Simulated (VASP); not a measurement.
Input of a VASP 6.6.1 run:

INCAR

```
PREC = Accurate ; ENCUT = 520
EDIFF = 1E-7 ; ISMEAR = 0
SIGMA = 0.02 ; LREAL = Auto
LASPH = True ; NELM = 60
ALGO = Normal ; ISIF = 2
LWAVE = False ; LCHARG = False
GGA = PS ; NBANDS = 55
```

The input KPOINTS:

```
Automatic mesh
0
Gamma
  2 2 1
```

POSCAR

```
Si16H5Cl
1.0
    7.6791800000      0.0000000000      0.0000000000
    3.8395900000      6.6503650000      0.0000000000
    0.0000000000      0.0000000000     18.4187650000
H Si Cl
5 16 1
Direct
    0.1666666600      0.1666666600      0.0542924600
    0.6666666400      0.1666666600      0.0542924600
    0.1666666600      0.6666666300      0.0542924600
    0.6666666400      0.6666666300      0.0542924600
    0.5024999374      0.4903878671      0.2248981806
    0.1666666600      0.1666666600      0.1357311400
    0.6666666400      0.1666666600      0.1357311400
    0.1666666600      0.6666666300      0.1357311400
    0.6666666400      0.6666666300      0.1357311400
   -0.1578431189      0.3358976050      0.1842729816
    0.3330897750      0.3298641616      0.1735352307
   -0.1683933185      0.8345663389      0.1746911228
    0.3298126028      0.8369838462      0.1790706275
   -0.1793434038      0.2649632362      0.3195835180
    0.3048728677      0.3078332884      0.2987280201
   -0.1816396080      0.8182803738      0.3004456402
    0.2907939075      0.8395773299      0.3073622965
   -0.0110337393     -0.0528801068      0.3735182622
    0.4844397788     -0.0202661467      0.3433146619
   -0.0446719144      0.4667251176      0.3043562303
    0.4740571870      0.4883420658      0.3069936413
    0.5009280289     -0.0020408500      0.4558810461
```

Potentials or basis: VASP PAW PBE potentials, release 64 (H, Si, Cl).

The run is started by

```bash
$ cat potpaw_PBE.64/H/POTCAR potpaw_PBE.64/Si/POTCAR potpaw_PBE.64/Cl/POTCAR > POTCAR
$ mpirun -np 1 vasp_std > vasp.out
```

(1) Predict the band gap on the k mesh.

(2) What does it give for the largest force?

## Answers

(1) 0.74 eV, direct.

(2) 0.547 eV/Å.

Caveat: the k points lie up to 0.47 Å⁻¹ apart; the PAW data sets were made with another functional, which shifts forces and pressure a little.
